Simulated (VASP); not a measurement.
**Ga4Sb4H (a cell with a defect): single point with PBEsol**

Ga4Sb4H (a cell with a defect):

```
CELL_PARAMETERS angstrom
0.00000 6.11800 6.11800
6.11800 0.00000 6.11800
3.05900 3.05900 0.00000
ATOMIC_POSITIONS crystal
Ga 0.00000 0.00000 0.00000
Ga 0.00000 0.50000 0.00000
Ga 0.50000 0.00000 0.00000
Ga 0.50000 0.50000 0.00000
Sb 0.12500 0.12500 0.25000
Sb 0.12500 0.62500 0.25000
Sb 0.62500 0.12500 0.25000
Sb 0.62500 0.62500 0.25000
H 0.05558 0.40150 0.54292
```

```yaml
Program: VASP 6.6.1
Task: single point
Functional: PBEsol
Potentials_or_basis: VASP PAW PBE potentials, release 64 (Ga_d, Sb, H)
Cutoff: 520 eV
k_mesh: 3 × 3 × 3
Occupations: fermi-dirac, width 0.1 eV
Spin: no spin polarisation
```

```yaml
Pressure: 1.6 GPa
Largest_force: 0.455 eV/Å
```

Forces on the atoms (eV/Å):
```
Ga   0.310 -0.310  0.121
Ga  -0.037  0.037  0.017
Ga  -0.001  0.001  0.017
Ga  -0.150  0.150 -0.016
Sb  -0.022  0.022  0.008
Sb  -0.224  0.224  0.000
Sb   0.022 -0.022  0.021
Sb   0.071 -0.071 -0.091
H    0.030 -0.030 -0.077
```

Stress tensor (GPa, compression positive):
```
 2.48  1.80 -0.11
 1.80  2.48  0.11
-0.11  0.11 -0.21
```

Levels at points of the mesh, in eV from the Fermi level:
```tsv
k point	band 34	band 35	band 36	band 37	band 38	band 39	band 40	band 41
(0.00, 0.00, 0.00)	-0.94	-0.19	-0.14	-0.14	-0.02	0.20	0.44	0.80
```

Run time: 91 s on 1 thread of Intel(R) Xeon(R) Platinum 8488C (Sapphire Rapids), on a shared host, peak memory 0.39 GiB.

Caveat: the k points lie up to 0.59 Å⁻¹ apart; the PAW data sets were made with another functional, which shifts forces and pressure a little; spin-orbit coupling is left out, which moves the levels of the heavy elements.
